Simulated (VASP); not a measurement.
# GaN (P6_3mc) in VASP: a series of runs

Runs on GaN. Level: LDA. Tasks: single point.

Everything below comes from runs of VASP 6.6.1. Logs are shortened: lines on timing, memory, paths and dates and some standing lists are left out, and cuts for length are marked.

### Step 1. The cell of the first run

The structure is hexagonal, space group P6_3mc (No. 186). The conventional cell has a = 3.073 Å, b = 3.073 Å, c = 5.202 Å, α = 90.00°, β = 90.00°, γ = 120.00°. Ga (site symmetry 3m) has 4 N at 1.90 to 1.92 Å within 2.5 Å. N (site symmetry 3m) has 4 Ga at 1.90 to 1.92 Å within 2.5 Å.

### Step 2. Single point, LDA

Input file INCAR:

```
SYSTEM = GaN
ALGO = Normal
EDIFF = 1E-6
ENCUT = 1330
GGA_COMPAT = .FALSE.
ISIF = 2
ISMEAR = 0
LASPH = .TRUE.
LCHARG = .TRUE.
LELF = .TRUE.
LREAL = .FALSE.
LVHAR = .TRUE.
LWAVE = .FALSE.
NBANDS = 26
NELM = 120
PREC = Accurate
SIGMA = 0.01
```

Input file KPOINTS:

```
k-points
0
G
  8 8 5
  0 0 0
```

Input file POSCAR:

```
GaN
1.0
    3.0729536139      0.0000000000      0.0000000000
   -1.5364768070      2.6612558943      0.0000000000
    0.0000000000      0.0000000000      5.2023747079
Ga N
2 2
Direct
    0.3333333333      0.6666666667      0.0037195122
    0.6666666667      0.3333333333      0.5037195122
    0.3333333333      0.6666666667      0.3732804878
    0.6666666667      0.3333333333      0.8732804878
```

Potentials or basis: VASP PAW LDA potentials, release 64 (Ga_d, N_h).

Started as:

```sh
cat potpaw_LDA.64/Ga_d/POTCAR potpaw_LDA.64/N_h/POTCAR > POTCAR
mpirun -np 1 vasp_std > vasp.out
```

OUTCAR:

```text
SYSTEM = GaN
   EDIFF = 1E-6
   ENCUT = 1330
   ISIF = 2
   ISMEAR = 0
   LASPH = .TRUE.
   LREAL = .FALSE.
   NELM = 120
   PREC = Accurate

 ion  position               nearest neighbor table
   1  0.333  0.667  0.004-   4 1.90   4 1.90   4 1.90   3 1.92
   2  0.667  0.333  0.504-   3 1.90   3 1.90   3 1.90   4 1.92
   3  0.333  0.667  0.373-   2 1.90   2 1.90   2 1.90   1 1.92
   4  0.667  0.333  0.873-   1 1.90   1 1.90   1 1.90   2 1.92

  LATTYP: Found a hexagonal cell.
 ALAT       =     3.0729536139
 C/A-ratio  =     1.6929558209

  Lattice vectors:

 A1 = (   3.0729536139,   0.0000000000,   0.0000000000)
 A2 = (  -1.5364768070,   2.6612558943,   0.0000000000)
 A3 = (   0.0000000000,   0.0000000000,   5.2023747079)

Analysis of symmetry for initial positions (statically):
=====================================================================
 Subroutine PRICEL returns:
 Original cell was already a primitive cell.

 Routine SETGRP: Setting up the symmetry group for a
 hexagonal supercell.

 Subroutine GETGRP returns: Found 12 space group operations
 (whereof  6 operations were pure point group operations)
 out of a pool of 24 trial point group operations.

The static configuration has the point symmetry C_3v.
 The point group associated with its full space group is C_6v.

Analysis of symmetry for dynamics (positions and initial velocities):
=====================================================================
 Subroutine PRICEL returns:
 Original cell was already a primitive cell.

 Routine SETGRP: Setting up the symmetry group for a
 hexagonal supercell.

 Subroutine GETGRP returns: Found 12 space group operations
 (whereof  6 operations were pure point group operations)
 out of a pool of 24 trial point group operations.

The dynamic configuration has the point symmetry C_3v.
 The point group associated with its full space group is C_6v.

 Subroutine INISYM returns: Found 12 space group operations
 (whereof  6 operations are pure point group operations),
 and found     1 'primitive' translations

----------------------------------------------------------------------------------------

                                     Primitive cell

  volume of cell :      42.5446

  direct lattice vectors                    reciprocal lattice vectors
     3.072953614  0.000000000  0.000000000     0.325419816  0.187881218  0.000000000
    -1.536476807  2.661255894  0.000000000     0.000000000  0.375762437  0.000000000
     0.000000000  0.000000000  5.202374708     0.000000000  0.000000000  0.192219910

  length of vectors
     3.072953614  3.072953614  5.202374708     0.375762437  0.375762437  0.192219910

  position of ions in fractional coordinates (direct lattice)
     0.333333333  0.666666667  0.003719512
     0.666666667  0.333333333  0.503719512
     0.333333333  0.666666667  0.373280488
     0.666666667  0.333333333  0.873280488

  ion indices of the primitive-cell ions
   primitive index   ion index
                 1           1
                 2           2
                 3           3
                 4           4

----------------------------------------------------------------------------------------

 KPOINTS: k-points

Automatic generation of k-mesh.
 Grid dimensions read from file:
 generate k-points for:    8    8    5

 Generating k-lattice:

  Cartesian coordinates                     Fractional coordinates (reciprocal lattice)
     0.040677477  0.023485152  0.000000000     0.125000000 -0.000000000  0.000000000
     0.000000000  0.046970305  0.000000000     0.000000000  0.125000000  0.000000000
     0.000000000  0.000000000  0.038443982     0.000000000  0.000000000  0.200000000

  Length of vectors
     0.046970305  0.046970305  0.038443982

  Shift w.r.t. Gamma in fractional coordinates (k-lattice)
     0.000000000  0.000000000  0.000000000

 Subroutine IBZKPT returns following result:
 ===========================================

 Found     30 irreducible k-points:

 Following reciprocal coordinates:
            Coordinates               Weight
  0.000000  0.000000  0.000000      1.000000
  0.125000 -0.000000  0.000000      6.000000
  0.250000 -0.000000  0.000000      6.000000
  0.375000  0.000000  0.000000      6.000000
  0.500000 -0.000000  0.000000      3.000000
  0.125000  0.125000  0.000000      6.000000
[... 16 lines left out ...]
  0.250000 -0.000000  0.400000     12.000000
  0.375000  0.000000  0.400000     12.000000
 [... further k-points ...]
   k-points           NKPTS =     30   k-points in BZ     NKDIM =     30   number of bands    NBANDS=     26
   number of dos      NEDOS =    301   number of ions     NIONS =      4
   total plane-waves  NPLWV = 102400
   dimension x,y,z NGX =    40 NGY =   40 NGZ =   64
   dimension x,y,z NGXF=    80 NGYF=   80 NGZF=  128
   ions per type =               2   2
   NGX,Y,Z   is equivalent  to a cutoff of  21.64, 21.64, 20.45 a.u.
   NGXF,Y,Z  is equivalent  to a cutoff of  43.28, 43.28, 40.90 a.u.
 SYSTEM =  GaN
   PREC   = accura    normal or accurate (medium, high low for compatibility)
   ISTART =      0    job   : 0-new  1-cont  2-samecut
   ICHARG =      2    charge: 1-file 2-atom 10-const
   ISPIN  =      1    spin polarized calculation?
   LNONCOLLINEAR =      F non collinear calculations
   LSORBIT =      F    spin-orbit coupling
   LASPH  =      T    aspherical Exc in radial PAW
   ENCUT  = 1330.0 eV  97.75 Ry    9.89 a.u.   9.14  9.14 15.47*2*pi/ulx,y,z
   NELM   =    120;   NELMIN=  2; NELMDL= -5     # of ELM steps
   EDIFF  = 0.1E-05   stopping-criterion for ELM
   LREAL  =      F    real-space projection
   EDIFFG = 0.1E-04   stopping-criterion for IOM
   NSW    =      0    number of steps for IOM
   IBRION =     -1    ionic relax: 0-MD 1-quasi-New 2-CG
   NFREE  =      0    steps in history (QN), initial steepest desc. (CG)
   ISIF   =      2    stress and relaxation
   ISYM   =      2    0-nonsym 1-usesym 2-fastsym
   POTIM  = 0.5000    time-step for ionic-motion
   TEBEG  =    0.0;   TEEND  =   0.0 temperature during run
   PSTRESS=    0.0 pullay stress
   NELECT =      36.0000    total number of electrons
   NUPDOWN=      -1.0000    fix difference up-down
   EMIN   =  10.00;   EMAX   =-10.00  energy-range for DOS
   EFERMI =   0.00;   METHOD = LEGACY
   ISMEAR =     0;   SIGMA  =   0.01  broadening in eV -4-tet -1-fermi 0-gaus
   EFERMI_NEDOS =   21; number of points for ismear=-14 and -15
   IALGO  =     38    algorithm
   IMIX   =      4    mixing-type and parameters
     AMIX     =   0.40;   BMIX     =  1.00
     AMIX_MAG =   1.60;   BMIX_MAG =  1.00
  volume/ion in A,a.u.               =      10.64        71.78
  Fermi-wavevector in a.u.,A,eV,Ry     =   1.548439  2.926126 32.622211  2.397665
  Thomas-Fermi vector in A             =   2.653390
   LORBIT       =      0    0 simple, 1 ext, 2 COOP (PROOUT), +10 PAW based schemes
   GGA     = CA    functional components
   LHFCALC =     F    Hartree Fock is set to
   AEXX    =    0.0000 exact exchange contribution
   IVDW    =     0    specifies the selected vdW correction
   LEPSILON=     F    determine dielectric tensor
   LRPA    =     F    only Hartree local field effects (RPA)
 non-spin polarized calculation
 Gauss-broadening in eV      SIGMA  =   0.01
  energy-cutoff  :     1330.00
  volume of cell :       42.54
 maximum number of plane-waves:      4704
 NGX is ok and might be reduce to    40
   NGX = 19   NGY = 19   NGZ = 31

 number of electron      36.0000000 magnetization

 Free energy of the ion-electron system (eV)
  ---------------------------------------------------
  ext. energy  EPLUGINS =         0.00000000
  ---------------------------------------------------
  free energy    TOTEN  =       -27.82056193 eV

  energy without entropy =      -27.82056193  energy(sigma->0) =      -27.82056193

 E-fermi :   6.3595     XC(G=0): -12.5268

 val. band max:        6.3132011795   @ k =   0.0000   0.0000   0.0000
 cond. band min:       8.5173476599   @ k =   0.0000   0.0000   0.0000
 fundamental gap:      2.2041464804
 Fermi energy:         6.3595478035

 k-point     1 :       0.0000    0.0000    0.0000
  band No.  band energies     occupation
      1     -10.2707      2.00000
      2      -9.1770      2.00000
      3      -7.4453      2.00000
      4      -7.4090      2.00000
      5      -7.4090      2.00000
      6      -7.3393      2.00000
[... 18 lines left out ...]
     25      18.5441      0.00000
     26      18.5441      0.00000

 k-point     2 :       0.1250   -0.0000    0.0000
  band No.  band energies     occupation
      1     -10.0905      2.00000
      2      -9.1259      2.00000
      3      -7.4196      2.00000
      4      -7.3811      2.00000
      5      -7.3696      2.00000
      6      -7.3174      2.00000
[... 18 lines left out ...]
     25      17.7960      0.00000
     26      18.8463      0.00000

 k-point     3 :       0.2500   -0.0000    0.0000
  band No.  band energies     occupation
      1      -9.6598      2.00000
      2      -9.0289      2.00000
      3      -7.3702      2.00000
      4      -7.3314      2.00000
      5      -7.2767      2.00000
      6      -7.2093      2.00000
[... 18 lines left out ...]
     25      18.0666      0.00000
     26      18.8323      0.00000

 k-point     4 :       0.3750    0.0000    0.0000
  band No.  band energies     occupation
      1      -9.2832      2.00000
      2      -8.9667      2.00000
      3      -7.3568      2.00000
      4      -7.3125      2.00000
      5      -7.2246      2.00000
      6      -7.1588      2.00000
[... 18 lines left out ...]
     25      18.4763      0.00000
     26      19.7302      0.00000
[... 496 lines left out ...]
      1      -9.6814      2.00000
      2      -9.3676      2.00000
      3      -7.3780      2.00000
      4      -7.3603      2.00000
      5      -7.3548      2.00000
      6      -7.3355      2.00000
[... 18 lines left out ...]
     25      17.4086      0.00000
     26      17.9220      0.00000

 k-point    23 :       0.2500   -0.0000    0.4000
  band No.  band energies     occupation
      1      -9.3650      2.00000
      2      -9.1652      2.00000
      3      -7.3526      2.00000
      4      -7.3224      2.00000
      5      -7.2906      2.00000
      6      -7.2527      2.00000
[... 18 lines left out ...]
     25      18.0257      0.00000
     26      18.6917      0.00000

 k-point    24 :       0.3750    0.0000    0.4000
  band No.  band energies     occupation
      1      -9.1212      2.00000
      2      -9.0232      2.00000
      3      -7.3647      2.00000
      4      -7.3257      2.00000
      5      -7.2441      2.00000
      6      -7.1840      2.00000
[... 18 lines left out ...]
     25      18.1745      0.00000
     26      19.2441      0.00000

 [... further k-points ...]
[... 5 lines left out ...]
  --------------------------------------------------------------------------------------
  -------------------------------------------------------------------------------------
  Total        3.6271967      3.6271967      0.2945977     -0.0000000      0.0000000      0.0000000
  in kB      136.5958246    136.5958246     11.0941917     -0.0000000      0.0000000      0.0000000
  external PRESSURE =      94.7619470 kB  Pullay stress =       0.0000000 kB

 VOLUME and BASIS-vectors are now :
 -----------------------------------------------------------------------------
  energy-cutoff  :     1330.00
  volume of cell :       42.54
      direct lattice vectors                 reciprocal lattice vectors
     3.072953614  0.000000000  0.000000000     0.325419816  0.187881218  0.000000000
    -1.536476807  2.661255894  0.000000000     0.000000000  0.375762437  0.000000000
     0.000000000  0.000000000  5.202374708     0.000000000  0.000000000  0.192219910

 POSITION                                       TOTAL-FORCE (eV/Angst)
 -----------------------------------------------------------------------------------
     -0.00000      1.77417      0.01935        -0.000000      0.000000      0.010500
      1.53648      0.88709      2.62054         0.000000      0.000000      0.010500
     -0.00000      1.77417      1.94194         0.000000      0.000000     -0.010500
      1.53648      0.88709      4.54313        -0.000000     -0.000000     -0.010500
 -----------------------------------------------------------------------------------
    total drift:                               -0.000000      0.000000     -0.000320

  FREE ENERGIE OF THE ION-ELECTRON SYSTEM (eV)
  ---------------------------------------------------
  free  energy   TOTEN  =       -27.8205619342 eV

  energy  without entropy=      -27.8205619342  energy(sigma->0) =      -27.82056193
```

It took 1.8 min on 1 thread of Intel Xeon 6975P-C (Granite Rapids), shared host; peak memory 0.33 GiB.

Results:

```
Free energy            : -27.8206 eV
Pressure               : 9.5 GPa
Largest force          : 0.011 eV/Å
Band gap on the k mesh : 2.20 eV
```

Forces on the atoms (eV/Å):
```
Ga   0.000  0.000  0.011
Ga   0.000  0.000  0.011
N    0.000  0.000 -0.011
N    0.000  0.000 -0.011
```

Stress tensor (GPa, compression positive):
```
13.66  0.00  0.00
 0.00 13.66  0.00
 0.00  0.00  1.11
```

Caveat: the stress differs along the axes, from 1 to 14 GPa.

### Step 3. Single point, LDA

This run uses another cell than the first one, of 10.72 Å³/atom.

Input file INCAR:

```
  PREC = Accurate
  ENCUT = 1330
  EDIFF = 1E-6
  ISMEAR = 0
  SIGMA = 0.01
  LREAL = False
  LASPH = True
  NELM = 120
  ALGO = Normal
  ISIF = 2
  LWAVE = False
  LCHARG = False
  GGA = CA
  NBANDS = 26
  GGA_COMPAT = False
```

Input file KPOINTS:

```
regular mesh
0
Gamma
  8 8 5
```

Input file POSCAR:

```
GaN
1.0
    3.0887123504      0.0000000000      0.0000000000
   -1.5443561752      2.6749033604      0.0000000000
    0.0000000000      0.0000000000      5.1894149552
Ga N
2 2
Direct
    0.3333333333      0.6666666667      0.0030037939
    0.6666666667      0.3333333333      0.5030037939
    0.3333333333      0.6666666667      0.3739962061
    0.6666666667      0.3333333333      0.8739962061
```

Potentials or basis: VASP PAW LDA potentials, release 64 (Ga_d, N_h).

Started as:

```sh
cat potpaw_LDA.64/Ga_d/POTCAR potpaw_LDA.64/N_h/POTCAR > POTCAR
mpirun -np 1 vasp_std > vasp.out
```

Run time: 65 s. Hardware: 1 thread of Intel Xeon 6975P-C (Granite Rapids), shared host; peak memory 0.31 GiB.

Results (log left out):

| Quantity | Value |
| --- | --- |
| Free energy | -27.8536 eV |
| Pressure | 7.7 GPa |
| Largest force | 0.009 eV/Å |
| Band gap on the k mesh | 2.20 eV |

Forces on the atoms (eV/Å):
```
Ga   0.000  0.000  0.009
Ga   0.000  0.000  0.009
N    0.000  0.000 -0.009
N    0.000  0.000 -0.009
```

Stress tensor (GPa, compression positive):
```
10.97  0.00  0.00
 0.00 10.97  0.00
 0.00  0.00  1.09
```

Levels at points of the mesh, in eV from the valence-band top:
```
           k point  band 14  band 15  band 16  band 17  band 18  band 19  band 20  band 21  band 22  band 23
(0.00, 0.00, 0.00)    -1.04    -1.04    -0.27     0.00     0.00     2.20     4.87     9.07    10.30    10.30
(0.50, 0.00, 0.00)    -5.70    -4.67    -2.91    -2.59    -1.12     5.24     5.59     5.93     8.80    10.34
```

Caveat: the stress differs along the axes, from 1 to 11 GPa.

### Step 4. Single point, LDA

This run uses another cell than the first one, of 10.88 Å³/atom.

Input file INCAR:

```
PREC = Accurate
ENCUT = 1330
EDIFF = 1E-6
ISMEAR = 0
SIGMA = 0.01
LREAL = False
LASPH = True
NELM = 120
ALGO = Normal
ISIF = 2
LWAVE = False
LCHARG = False
GGA = CA
NBANDS = 26
GGA_COMPAT = False
```

Input file KPOINTS:

```
Automatic mesh
0
Gamma
  8 8 5
```

Input file POSCAR:

```
GaN
1.0
    3.1202298234      0.0000000000      0.0000000000
   -1.5601149117      2.7021982927      0.0000000000
    0.0000000000      0.0000000000      5.1636570212
Ga N
2 2
Direct
    0.3333333333      0.6666666667      0.0016151221
    0.6666666667      0.3333333333      0.5016151221
    0.3333333333      0.6666666667      0.3753848779
    0.6666666667      0.3333333333      0.8753848779
```

Started as:

```sh
cat potpaw_LDA.64/Ga_d/POTCAR potpaw_LDA.64/N_h/POTCAR > POTCAR
mpirun -np 1 vasp_std > vasp.out
```

Run time: 83 s. Hardware: 1 thread of Intel Xeon 6975P-C (Granite Rapids), shared host; peak memory 0.32 GiB.

The run converged. Its results:

```
Free energy            : -27.8983 eV
Pressure               : 4.3 GPa
Largest force          : 0.005 eV/Å
Band gap on the k mesh : 2.18 eV
```

Forces on the atoms (eV/Å):
```
Ga   0.000  0.000  0.005
Ga   0.000  0.000  0.005
N    0.000  0.000 -0.005
N    0.000  0.000 -0.005
```

Stress tensor (GPa, compression positive):
```
5.93 0.00 0.00
0.00 5.93 0.00
0.00 0.00 1.17
```

Levels at points of the mesh, in eV from the valence-band top:
```tsv
k point	band 15	band 16	band 17	band 18	band 19	band 20	band 21	band 22
(0.00, 0.00, 0.00)	-1.06	-0.16	0.00	0.00	2.18	4.63	9.15	10.10
(0.50, 0.00, 0.00)	-4.53	-2.90	-2.46	-1.08	5.12	5.66	5.94	8.77
```

Caveat: the cell stands under pressure.

### Step 5. Single point, LDA

This run uses another cell than the first one, of 11.13 Å³/atom.

Input file INCAR:

```
  ALGO = Normal
  EDIFF = 1E-6
  ENCUT = 1330
  GGA = CA
  GGA_COMPAT = F
  ISIF = 2
  ISMEAR = 0
  LASPH = T
  LCHARG = F
  LREAL = F
  LWAVE = F
  NBANDS = 26
  NELM = 120
  PREC = Accurate
  SIGMA = 0.01
```

Input file KPOINTS:

```
k-points
0
Gamma
  8 8 5
```

Input file POSCAR:

```
GaN
1.0
    3.1675060328      0.0000000000      0.0000000000
   -1.5837530164      2.7431406910      0.0000000000
    0.0000000000      0.0000000000      5.1256535144
Ga N
2 2
Direct
    0.3333333333      0.6666666667     -0.0003428311
    0.6666666667      0.3333333333      0.4996571689
    0.3333333333      0.6666666667      0.3773428311
    0.6666666667      0.3333333333      0.8773428311
```

Started as:

```sh
cat potpaw_LDA.64/Ga_d/POTCAR potpaw_LDA.64/N_h/POTCAR > POTCAR
mpirun -np 1 vasp_std > vasp.out
```

Run time: 59 s. Hardware: 1 thread of AMD EPYC 9R45 (Zen 5), shared host; peak memory 0.3 GiB.

The run converged. Its results:

* Free energy: -27.9155 eV
* Pressure: -0.2 GPa
* Band gap on the k mesh: 2.12 eV

Stress tensor (GPa, compression positive):
```
-0.99  0.00  0.00
 0.00 -0.99  0.00
 0.00  0.00  1.26
```

Levels at points of the mesh, in eV from the valence-band top:
| k point | band 16 | band 17 | band 18 | band 19 | band 20 | band 21 |
| --- | --- | --- | --- | --- | --- | --- |
| (0.00, 0.00, 0.00) | -0.01 | 0.00 | 0.00 | 2.12 | 4.27 | 9.25 |
| (0.50, 0.00, 0.00) | -2.88 | -2.29 | -1.03 | 4.94 | 5.65 | 6.04 |

### Step 6. Overview

```csv
cell,gap on the mesh (eV),pressure (GPa),largest force (eV/Å)
"a = 3.073, b = 3.073, c = 5.202 Å, angles 90.0, 90.0, 120.0°, 4 atoms, atomic positions A",2.20,9.5,0.01
"a = 3.089, b = 3.089, c = 5.189 Å, angles 90.0, 90.0, 120.0°, 4 atoms, atomic positions B",2.20,7.7,0.01
"a = 3.120, b = 3.120, c = 5.164 Å, angles 90.0, 90.0, 120.0°, 4 atoms, atomic positions C",2.18,4.3,0.01
"a = 3.168, b = 3.168, c = 5.126 Å, angles 90.0, 90.0, 120.0°, 4 atoms, atomic positions D",2.12,-0.2,-
```

Alike in all rows: task single point; level LDA; potentials or basis VASP PAW LDA potentials, release 64 (Ga_d, N_h); no spin polarisation; k mesh 8 × 8 × 5; cutoff (eV) 1330; smearing gaussian 0.01 eV.

Caveats: the stress differs along the axes, from 1 to 14 GPa (at least some runs); the stress differs along the axes, from 1 to 11 GPa (at least some runs); the cell stands under pressure (at least some runs).

Total energies depend on the potentials used, so only differences within one code and one set of settings carry meaning.
